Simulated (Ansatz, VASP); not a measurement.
## One calculation of TiSe, two programs

```
CELL_PARAMETERS angstrom
0.00000 2.85058 2.85058
2.85058 0.00000 2.85058
2.85058 2.85058 0.00000
ATOMIC_POSITIONS crystal
Ti 0.00000 0.00000 0.00000
Se 0.25000 0.25000 0.25000
```

Alike in both runs: task single point; functional PBEsol; k mesh 10 × 10 × 10; occupations gaussian, width 0.05 eV; collinear spin.

|  | VASP | Ansatz |
| --- | --- | --- |
| version | VASP 6.6.1 | Ansatz 0.2.0 |
| potentials or method | VASP PAW PBE potentials, release 64 (Ti_sv, Se), cutoff 520 eV | scalar-relativistic, plane waves, PAW |
| valence electrons in the cell | 18 | 28 |

Ansatz gave:

| Item | Value |
| --- | --- |
| gap on the k mesh at the Fermi level (eV) | none |
| pressure (GPa) | 0.0 |
| net moment per atom (μB) | 0.48 |
| size of the moment on the site where the two differ most (μB) | 0.72 |

**Question.** What did VASP give for the same quantities?

**Answer.** gap on the k mesh at the Fermi level (eV): none; pressure (GPa): 0.2; net moment per atom (μB): 0.48; size of the moment on the site where the two differ most (μB): 0.79.

VASP's potentials were made for PBE, not for PBEsol. Site moments also hang on the region over which each program counts them. A gap of «none» marks a metal or a gap that the smearing closes. VASP's potentials hold 18 valence electrons a cell and Ansatz's 28, so a difference there can come from the potentials and not from the codes.
